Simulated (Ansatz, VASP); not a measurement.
# HfN: VASP beside Ansatz

Contents of INCAR:

```
SYSTEM = HfN
PREC = Accurate
ENCUT = 520
EDIFF = 1E-6
ISMEAR = 0
SIGMA = 0.1
LREAL = .False.
LASPH = .True.
NELM = 100
ALGO = Normal
ISIF = 2
LWAVE = .False.
LCHARG = .True.
GGA = PS
LELF = .True.
LVHAR = .True.
NBANDS = 14
```

File KPOINTS:

```
regular mesh
0
Gamma
  16 16 16
  0 0 0
```

The input POSCAR:

```
HfN
1.0
    0.0000000000      2.2049218967      2.2049218967
    2.2049218967      0.0000000000      2.2049218967
    2.2049218967      2.2049218967      0.0000000000
Hf N
1 1
Direct
    0.0000000000      0.0000000000      0.0000000000
    0.5000000000      0.5000000000      0.5000000000
```

Input for Ansatz:

```yaml
crystal:
  lattice:
    - [0.0, 2.2049218793, 2.2049218793]
    - [2.2049218793, 0.0, 2.2049218793]
    - [2.2049218793, 2.2049218793, 0.0]
  atoms:
    - { symbol: Hf, position: [0.0, 0.0, 0.0] }
    - { symbol: "N", position: [0.5, 0.5, 0.5] }
basis:
  ecutwfc: 420
kpoints:
  mp_grid: { grid: [16, 16, 16] }
hamiltonian:
  xc: pbesol
scf:
  occupations: { method: gaussian, width: 0.1 }
output:
  forces: true
  stress: true
  eigenvalues: true
```

Alike in both runs: task single point; functional PBEsol; k mesh 16 × 16 × 16; occupations gaussian, width 0.1 eV; no spin polarisation.

|  | VASP | Ansatz |
| --- | --- | --- |
| version | VASP 6.6.1 | Ansatz 0.2.0 |
| potentials or method | VASP PAW PBE potentials, release 64 (Hf_pv, N), cutoff 520 eV | scalar-relativistic, plane waves, PAW |
| valence electrons in the cell | 15 | 31 |

```tsv
	VASP	Ansatz	Ansatz less VASP
gap on the k mesh at the Fermi level (eV)	none	none	-
pressure (GPa)	17.8	20.0	+2.24
```

VASP's potentials were made for PBE, not for PBEsol. A gap of «none» marks a metal or a gap that the smearing closes. VASP's potentials hold 15 valence electrons a cell and Ansatz's 31, so a difference there can come from the potentials and not from the codes.

Neither program's run includes spin-orbit coupling.
